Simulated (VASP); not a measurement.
# Sn2Ir (Fm-3m) in VASP: a series of runs, part 2 of 2

VASP 6.6.1.

## (4) Electric field gradients, LDA (volume scaled by 0.94)

Input file INCAR:

```
ALGO = Normal
EDIFF = 1E-8
ENCUT = 520
GGA = CA
ISIF = 2
ISMEAR = -1
LASPH = T
LCHARG = F
LEFG = T
LREAL = F
LWAVE = F
NBANDS = 26
NELM = 100
PREC = Accurate
SIGMA = 0.03
```

Input file KPOINTS:

```
k-points
0
Gamma
  10 10 10
```

Input file POSCAR:

```
Sn2Ir
1.0
    0.0000000000      3.1043083785      3.1043083785
    3.1043083785      0.0000000000      3.1043083785
    3.1043083785      3.1043083785      0.0000000000
Sn Ir
2 1
Direct
    0.2500000000      0.2500000000      0.2500000000
    0.7500000000      0.7500000000      0.7500000000
    0.0000000000      0.0000000000      0.0000000000
```

Potentials or basis: VASP PAW LDA potentials, release 64 (Sn_d, Ir).

Launch:

```
> cat potpaw_LDA.64/Sn_d/POTCAR potpaw_LDA.64/Ir/POTCAR > POTCAR
> mpirun -np 1 vasp_std > vasp.out
```

OUTCAR:

```text
EDIFF = 1E-8
   ENCUT = 520
   GGA = CA
   ISIF = 2
   ISMEAR = -1
   LASPH = T
   LREAL = F
   NELM = 100
   PREC = Accurate

 ion  position               nearest neighbor table
   1  0.250  0.250  0.250-   3 2.69   3 2.69   3 2.69   3 2.69   2 3.10   2 3.10   2 3.10   2 3.10
                             2 3.10   2 3.10
   2  0.750  0.750  0.750-   3 2.69   3 2.69   3 2.69   3 2.69   1 3.10   1 3.10   1 3.10   1 3.10
                             1 3.10   1 3.10
   3  0.000  0.000  0.000-   2 2.69   2 2.69   2 2.69   1 2.69   1 2.69   1 2.69   2 2.69   1 2.69

  LATTYP: Found a face centered cubic cell.
 ALAT       =     6.2086167570

  Lattice vectors:

 A1 = (   0.0000000000,   3.1043083785,   3.1043083785)
 A2 = (   3.1043083785,   0.0000000000,   3.1043083785)
 A3 = (   3.1043083785,   3.1043083785,   0.0000000000)

Analysis of symmetry for initial positions (statically):
=====================================================================
 Subroutine PRICEL returns:
 Original cell was already a primitive cell.
[... 895 lines left out ...]

 POSITION                                       TOTAL-FORCE (eV/Angst)
 -----------------------------------------------------------------------------------
      1.55215      1.55215      1.55215         0.000000      0.000000      0.000000
      4.65646      4.65646      4.65646        -0.000000     -0.000000     -0.000000
      0.00000      0.00000      0.00000         0.000000     -0.000000      0.000000
 -----------------------------------------------------------------------------------
    total drift:                                0.000000      0.000000      0.000000

  FREE ENERGIE OF THE ION-ELECTRON SYSTEM (eV)
  ---------------------------------------------------
  free  energy   TOTEN  =       -20.1875278026 eV

  energy  without entropy=      -20.1826193513  energy(sigma->0) =      -20.18507358

 Electric field gradients (V/A^2)
---------------------------------------------------------------------
 ion       V_xx      V_yy      V_zz      V_xy      V_xz      V_yz
---------------------------------------------------------------------
   1      -0.000     0.000    -0.000    -0.001    -0.001    -0.001
   2      -0.000     0.000    -0.000    -0.001    -0.001    -0.001
   3       0.000    -0.000    -0.000     0.000     0.000     0.000
---------------------------------------------------------------------

 Electric field gradients after diagonalization (V/A^2)
 (convention: |V_zz| > |V_xx| > |V_yy|)
----------------------------------------------------------------------
 ion       V_xx      V_yy      V_zz     asymmetry (V_yy - V_xx)/ V_zz
----------------------------------------------------------------------
   1       0.001     0.001    -0.002       0.000
   2       0.001     0.001    -0.002       0.000
   3      -0.000    -0.000     0.000       0.000
----------------------------------------------------------------------

           NMR quadrupolar parameters

 Cq : quadrupolar parameter    Cq=e*Q*V_zz/h
 eta: asymmetry parameters     (V_yy - V_xx)/ V_zz
 Q  : nuclear electric quadrupole moment in mb (millibarn)
----------------------------------------------------------------------
 ion       Cq(MHz)       eta       Q (mb)
----------------------------------------------------------------------
   1      -0.000       0.000       1.000
   2      -0.000       0.000       1.000
   3       0.000       0.000       1.000
----------------------------------------------------------------------
```

stdout:

```text
POSCAR found type information on POSCAR SnIr
 POSCAR found :  2 types and       3 ions
 scaLAPACK will be used
 LDA part: xc-table for (Slater(with rela. corr.)+CA(PZ))
 , standard interpolation
 POSCAR, INCAR and KPOINTS ok, starting setup
 FFT: planning ... GRIDC
 FFT: planning ... GRID_SOFT
 FFT: planning ... GRID
 WAVECAR not read
 entering main loop
ion   1

ion   2

ion   3
```

Wall time 95 s (1 thread of AMD EPYC 7R43 (Zen 3), shared host); peak memory 0.18 GiB.

Results:

```yaml
Free_energy: -20.1875 eV
Pressure: 7.5 GPa
```

Levels at points of the mesh, in eV from the Fermi level:
```csv
k point,band 16,band 17,band 18,band 19,band 20,band 21,band 22,band 23
"(0.00, 0.00, 0.00)",-2.33,-2.00,3.81,3.81,3.81,4.18,4.18,4.18
"(0.50, 0.00, 0.00)",-2.27,-2.27,-0.07,-0.07,1.33,2.99,4.41,4.41
"(0.50, 0.50, 0.00)",-2.71,-2.71,-2.32,-2.19,1.54,3.45,8.61,8.61
```

Caveat: without QUAD_EFG the Cq values of the log hold for a quadrupole moment of 1 mb, not for the nuclei; spin-orbit coupling is left out, which moves the levels of the heavy elements.

## (5) Electric field gradients, LDA (volume scaled by 0.94)

Input file INCAR:

```
SYSTEM = Sn2Ir
PREC     = Accurate       ! precision mode
ENCUT    = 520            ! plane-wave cutoff, eV
EDIFF    = 1E-8           ! SCF threshold, eV
ISMEAR   = -1             ! smearing method
SIGMA    = 0.03           ! smearing width, eV
LREAL    = .FALSE.        ! projectors in reciprocal space
LASPH    = .TRUE.         ! aspherical terms in the spheres
NELM     = 100            ! most SCF steps
ALGO     = Normal         ! electronic algorithm
ISIF     = 2              ! what is computed and relaxed
LWAVE    = .FALSE.        ! write WAVECAR
LCHARG   = .FALSE.        ! write CHGCAR
LEFG     = .TRUE.       
NBANDS   = 26             ! bands
```

Input file KPOINTS:

```
Automatic mesh
0
G
  10 10 10
  0 0 0
```

POSCAR is that of step 4.

Potentials or basis: VASP PAW LDA potentials, release 64 (Sn_d, Ir).

Launch:

```
> cat potpaw_LDA.64/Sn_d/POTCAR potpaw_LDA.64/Ir/POTCAR > POTCAR
> mpirun -np 1 vasp_std > vasp.out
```

OUTCAR:

```text
SYSTEM = Sn2Ir
   PREC = Accurate
   ENCUT = 520
   EDIFF = 1E-8
   ISMEAR = -1
   LREAL = .FALSE.
   LASPH = .TRUE.
   NELM = 100
   ISIF = 2

 ion  position               nearest neighbor table
   1  0.250  0.250  0.250-   3 2.69   3 2.69   3 2.69   3 2.69   2 3.10   2 3.10   2 3.10   2 3.10
                             2 3.10   2 3.10
   2  0.750  0.750  0.750-   3 2.69   3 2.69   3 2.69   3 2.69   1 3.10   1 3.10   1 3.10   1 3.10
                             1 3.10   1 3.10
   3  0.000  0.000  0.000-   2 2.69   2 2.69   2 2.69   1 2.69   1 2.69   1 2.69   2 2.69   1 2.69

  LATTYP: Found a face centered cubic cell.
 ALAT       =     6.2086167570

  Lattice vectors:

 A1 = (   0.0000000000,   3.1043083785,   3.1043083785)
 A2 = (   3.1043083785,   0.0000000000,   3.1043083785)
 A3 = (   3.1043083785,   3.1043083785,   0.0000000000)

Analysis of symmetry for initial positions (statically):
=====================================================================
 Subroutine PRICEL returns:
[... 896 lines left out ...]

 POSITION                                       TOTAL-FORCE (eV/Angst)
 -----------------------------------------------------------------------------------
      1.55215      1.55215      1.55215         0.000000      0.000000      0.000000
      4.65646      4.65646      4.65646        -0.000000     -0.000000     -0.000000
      0.00000      0.00000      0.00000         0.000000     -0.000000      0.000000
 -----------------------------------------------------------------------------------
    total drift:                                0.000000      0.000000      0.000000

  FREE ENERGIE OF THE ION-ELECTRON SYSTEM (eV)
  ---------------------------------------------------
  free  energy   TOTEN  =       -20.1875278026 eV

  energy  without entropy=      -20.1826193513  energy(sigma->0) =      -20.18507358

 Electric field gradients (V/A^2)
---------------------------------------------------------------------
 ion       V_xx      V_yy      V_zz      V_xy      V_xz      V_yz
---------------------------------------------------------------------
   1      -0.000     0.000    -0.000    -0.001    -0.001    -0.001
   2      -0.000     0.000    -0.000    -0.001    -0.001    -0.001
   3       0.000    -0.000    -0.000     0.000     0.000     0.000
---------------------------------------------------------------------

 Electric field gradients after diagonalization (V/A^2)
 (convention: |V_zz| > |V_xx| > |V_yy|)
----------------------------------------------------------------------
 ion       V_xx      V_yy      V_zz     asymmetry (V_yy - V_xx)/ V_zz
----------------------------------------------------------------------
   1       0.001     0.001    -0.002       0.000
   2       0.001     0.001    -0.002       0.000
   3      -0.000    -0.000     0.000       0.000
----------------------------------------------------------------------

           NMR quadrupolar parameters

 Cq : quadrupolar parameter    Cq=e*Q*V_zz/h
 eta: asymmetry parameters     (V_yy - V_xx)/ V_zz
 Q  : nuclear electric quadrupole moment in mb (millibarn)
----------------------------------------------------------------------
 ion       Cq(MHz)       eta       Q (mb)
----------------------------------------------------------------------
   1      -0.000       0.000       1.000
   2      -0.000       0.000       1.000
   3       0.000       0.000       1.000
----------------------------------------------------------------------
```

It took 1.7 min on 1 thread of AMD EPYC 7R43 (Zen 3), shared host; peak memory 0.18 GiB.

Results:

```yaml
Free_energy: -20.1875 eV
Pressure: 7.5 GPa
```

Levels at points of the mesh, in eV from the Fermi level:
```csv
k point,band 15,band 16,band 17,band 18,band 19,band 20,band 21,band 22,band 23,band 24
"(0.00, 0.00, 0.00)",-2.33,-2.33,-2.00,3.81,3.81,3.81,4.18,4.18,4.18,4.64
"(0.50, 0.00, 0.00)",-3.07,-2.27,-2.27,-0.07,-0.07,1.33,2.99,4.41,4.41,9.15
"(0.50, 0.50, 0.00)",-3.16,-2.71,-2.71,-2.32,-2.19,1.54,3.45,8.61,8.61,8.85
```

Caveat: without QUAD_EFG the Cq values of the log hold for a quadrupole moment of 1 mb, not for the nuclei; spin-orbit coupling is left out, which moves the levels of the heavy elements.

## (6) Electric field gradients, LDA (volume scaled by 0.98)

Input file INCAR:

```
ALGO     = Normal         # electronic algorithm
EDIFF    = 1E-8           # SCF threshold, eV
ENCUT    = 520            # plane-wave cutoff, eV
ISIF     = 2              # what is computed and relaxed
ISMEAR   = -1             # smearing method
LASPH    = T              # aspherical terms in the spheres
LCHARG   = F              # write CHGCAR
LEFG     = T            
LREAL    = F              # projectors in reciprocal space
LWAVE    = F              # write WAVECAR
NBANDS   = 26             # bands
NELM     = 60             # most SCF steps
PREC     = Accurate       # precision mode
SIGMA    = 0.03           # smearing width, eV
```

Input file KPOINTS:

```
k-points
0
Gamma
  10 10 10
```

Input file POSCAR:

```
Sn2Ir
1.0
    0.0000000000      3.1477309028      3.1477309028
    3.1477309028      0.0000000000      3.1477309028
    3.1477309028      3.1477309028      0.0000000000
Sn Ir
2 1
Direct
    0.2500000000      0.2500000000      0.2500000000
    0.7500000000      0.7500000000      0.7500000000
    0.0000000000      0.0000000000      0.0000000000
```

Potentials or basis: VASP PAW LDA potentials, release 64 (Sn_d, Ir).

Launch:

```
> cat potpaw_LDA.64/Sn_d/POTCAR potpaw_LDA.64/Ir/POTCAR > POTCAR
> mpirun -np 1 vasp_std > vasp.out
```

OUTCAR:

```text
EDIFF = 1E-8
   ENCUT = 520
   ISIF = 2
   ISMEAR = -1
   LASPH = T
   LREAL = F
   NELM = 60
   PREC = Accurate

 ion  position               nearest neighbor table
   1  0.250  0.250  0.250-   3 2.73   3 2.73   3 2.73   3 2.73   2 3.15   2 3.15   2 3.15   2 3.15
                             2 3.15   2 3.15
   2  0.750  0.750  0.750-   3 2.73   3 2.73   3 2.73   3 2.73   1 3.15   1 3.15   1 3.15   1 3.15
                             1 3.15   1 3.15
   3  0.000  0.000  0.000-   1 2.73   2 2.73   2 2.73   2 2.73   2 2.73   1 2.73   1 2.73   1 2.73

  LATTYP: Found a face centered cubic cell.
 ALAT       =     6.2954618056

  Lattice vectors:

 A1 = (   0.0000000000,   3.1477309028,   3.1477309028)
 A2 = (   3.1477309028,   0.0000000000,   3.1477309028)
 A3 = (   3.1477309028,   3.1477309028,   0.0000000000)
[... 917 lines left out ...]
 ion       V_xx      V_yy      V_zz      V_xy      V_xz      V_yz
---------------------------------------------------------------------
   1       0.000     0.000    -0.000    -0.002    -0.002    -0.002
   2       0.000     0.000    -0.000    -0.002    -0.002    -0.002
   3      -0.000    -0.000     0.000     0.000     0.000     0.000
---------------------------------------------------------------------

 Electric field gradients after diagonalization (V/A^2)
 (convention: |V_zz| > |V_xx| > |V_yy|)
----------------------------------------------------------------------
 ion       V_xx      V_yy      V_zz     asymmetry (V_yy - V_xx)/ V_zz
----------------------------------------------------------------------
   1       0.002     0.002    -0.004       0.000
   2       0.002     0.002    -0.004       0.000
   3      -0.000    -0.000     0.000       0.000
----------------------------------------------------------------------

           NMR quadrupolar parameters

 Cq : quadrupolar parameter    Cq=e*Q*V_zz/h
 eta: asymmetry parameters     (V_yy - V_xx)/ V_zz
 Q  : nuclear electric quadrupole moment in mb (millibarn)
----------------------------------------------------------------------
 ion       Cq(MHz)       eta       Q (mb)
----------------------------------------------------------------------
   1      -0.000       0.000       1.000
   2      -0.000       0.000       1.000
   3       0.000       0.000       1.000
----------------------------------------------------------------------
```

OSZICAR:

```text
N       E                     dE             d eps       ncg     rms          rms(c)
DAV:   1     0.351416571205E+03    0.35142E+03   -0.18084E+04  2540   0.219E+03
DAV:   2     0.200883325196E+02   -0.33133E+03   -0.32053E+03  2452   0.519E+02
DAV:   3    -0.193318939580E+02   -0.39420E+02   -0.38752E+02  2902   0.167E+02
DAV:   4    -0.206641306229E+02   -0.13322E+01   -0.13291E+01  2808   0.337E+01
DAV:   5    -0.207018089740E+02   -0.37678E-01   -0.37674E-01  3326   0.540E+00    0.964E+00
DAV:   6    -0.203901012499E+02    0.31171E+00   -0.30066E-01  2772   0.599E+00    0.427E+00
DAV:   7    -0.202689769976E+02    0.12112E+00   -0.11985E-01  3058   0.363E+00    0.172E+00
DAV:   8    -0.202539856310E+02    0.14991E-01   -0.64546E-02  2572   0.231E+00    0.378E-01
DAV:   9    -0.202532482595E+02    0.73737E-03   -0.44318E-03  3010   0.836E-01    0.837E-02
DAV:  10    -0.202532029495E+02    0.45310E-04   -0.27584E-04  3040   0.188E-01    0.565E-02
DAV:  11    -0.202532111788E+02   -0.82293E-05   -0.28083E-05  3004   0.528E-02    0.744E-03
DAV:  12    -0.202532116011E+02   -0.42228E-06   -0.19135E-06  3142   0.135E-02    0.551E-03
DAV:  13    -0.202532115526E+02    0.48462E-07   -0.13616E-07  2368   0.316E-03    0.890E-04
DAV:  14    -0.202532115516E+02    0.10123E-08   -0.12361E-08  1940   0.142E-03
   1 F= -.20253212E+02 E0= -.20250490E+02  d E =-.544264E-02
```

Run time: 90 s. Hardware: 1 thread of AMD EPYC 7R43 (Zen 3), shared host; peak memory 0.18 GiB.

Results:

| Property | Result |
| --- | --- |
| Free energy | -20.2532 eV |
| Pressure | 0.9 GPa |

Caveat: without QUAD_EFG the Cq values of the log hold for a quadrupole moment of 1 mb, not for the nuclei; spin-orbit coupling is left out, which moves the levels of the heavy elements.

## (7) The runs side by side

| cell | gap on the mesh (eV) | pressure (GPa) |
| --- | --- | --- |
| a = 4.541 Å, angles 60.0°, 3 atoms | none | -6.3 |
| a = 4.390 Å, angles 60.0°, 3 atoms | none | 7.5 |
| a = 4.452 Å, angles 60.0°, 3 atoms | none | 0.9 |

Alike in all rows: task electric field gradients; level LDA; potentials or basis VASP PAW LDA potentials, release 64 (Sn_d, Ir); no spin polarisation; k mesh 10 × 10 × 10; cutoff (eV) 520; smearing fermi-dirac 0.03 eV.

Caveats: spin-orbit coupling is left out, which moves the levels of the heavy elements.

Absolute energies hang on the potentials; compare differences alone.
